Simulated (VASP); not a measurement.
Set up this calculation in VASP 6.6.1, as the native input.

- Task: relaxation of shape and atoms at fixed volume
- Functional: PBE
- Potentials or basis: VASP PAW PBE potentials, release 64 (Mo_sv)
- Cutoff: 600 eV
- k mesh: 15 × 15 × 8
- Occupations: fermi-dirac, width 0.08 eV
- Spin: no spin polarisation
- Dipole correction: no
- Further INCAR settings: ALGO = Normal; EDIFF = 1e-06; IBRION = 2; EDIFFG = -0.005; NSW = 50; ISIF = 4

The structure of Mo lies in POSCAR:

```
Mo
1.0
    2.3001012964      0.0000000000      0.0000000000
   -1.1500506482      1.9919461539      0.0000000000
    0.0000000000      0.0000000000      4.0796063326
Mo
2
Direct
    0.3333333333      0.6666666667      0.2500000000
    0.6666666667      0.3333333333      0.7500000000
```

This isn't the form of Mo at room conditions, which is bcc.

The input as run:

INCAR

```
SYSTEM = Mo
  PREC = Accurate
  ENCUT = 600
  EDIFF = 1E-6
  ISMEAR = -1
  SIGMA = 0.08
  LREAL = .FALSE.
  LASPH = .TRUE.
  NELM = 100
  ALGO = Normal
  ISIF = 4
  LWAVE = .FALSE.
  LCHARG = .FALSE.
  GGA = PE
  IBRION = 2
  NSW = 50
  EDIFFG = -0.005
```

KPOINTS

```
regular mesh
0
G
  15 15 8
  0 0 0
```

Potentials or basis: VASP PAW PBE potentials, release 64 (Mo_sv).

Run with:

```console
$ cat potpaw_PBE.64/Mo_sv/POTCAR > POTCAR
$ mpirun -np 1 vasp_std > vasp.out
```

It gave:

```yaml
Energy_gained_by_relaxing: 150.8 meV/atom
Ionic_steps: 7
Pressure_after_relaxing: 368.6 GPa
Band_gap_on_the_k_mesh: zero (bands 14 and 15 overlap by 4.65 eV)
```

Run time: 73 s on 1 thread of Intel(R) Xeon(R) 6975P-C (Granite Rapids) (shared host), peak memory 0.17 GiB.
